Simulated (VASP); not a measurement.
Wanted: the native input for a VASP 6.6.1 run.

```yaml
Task: single point
Functional: PBE
Potentials_or_basis: VASP PAW PBE potentials, release 64 (Co)
Cutoff: 520 eV
k_mesh: 12 × 12 × 4
Occupations: fermi-dirac, width 0.05 eV
Spin: collinear spin, ferromagnetic start
Starting_moments: "[2.0, 2.0, 2.0, 2.0] μB"
Dipole_correction: no
Further_INCAR_settings: ALGO = Fast; EDIFF = 1e-07; NBANDS = 30
```

The structure of Co lies in POSCAR:

```
Co
1.0
    2.5190164704      0.0000000000      0.0000000000
   -1.2595082352      2.1815322559      0.0000000000
    0.0000000000      0.0000000000      8.2468668932
Co
4
Direct
    0.6666666667      0.3333333333      0.7500000000
    0.0000000000      0.0000000000      0.5000000000
    0.3333333333      0.6666666667      0.2500000000
    0.0000000000      0.0000000000      0.0000000000
```

The input as run:

INCAR

```
  PREC = Accurate
  ENCUT = 520
  EDIFF = 1E-7
  ISMEAR = -1
  SIGMA = 0.05
  LREAL = F
  LASPH = T
  NELM = 150
  ALGO = Fast
  ISIF = 2
  LWAVE = F
  LCHARG = T
  ISPIN = 2
  MAGMOM = 2 2 2 2
  LORBIT = 11
  LMAXMIX = 4
  GGA = PE
  LELF = T
  LVHAR = T
  NBANDS = 30
```

KPOINTS

```
Automatic mesh
0
Gamma
  12 12 4
```

Potentials or basis: VASP PAW PBE potentials, release 64 (Co).

Run with:

```console
$ cat potpaw_PBE.64/Co/POTCAR > POTCAR
$ mpirun -np 1 vasp_std > vasp.out
```

Results of the run:

```
Pressure                                              : -7.7 GPa
Net moment                                            : 6.76 μB per cell
Site moments                                          : Co +1.72, +1.71 μB
Valence electrons inside the program's atomic spheres : Co 8.19
```

It took 3 min on 1 thread of Intel Xeon 6975P-C (shared host), peak memory 0.25 GiB.
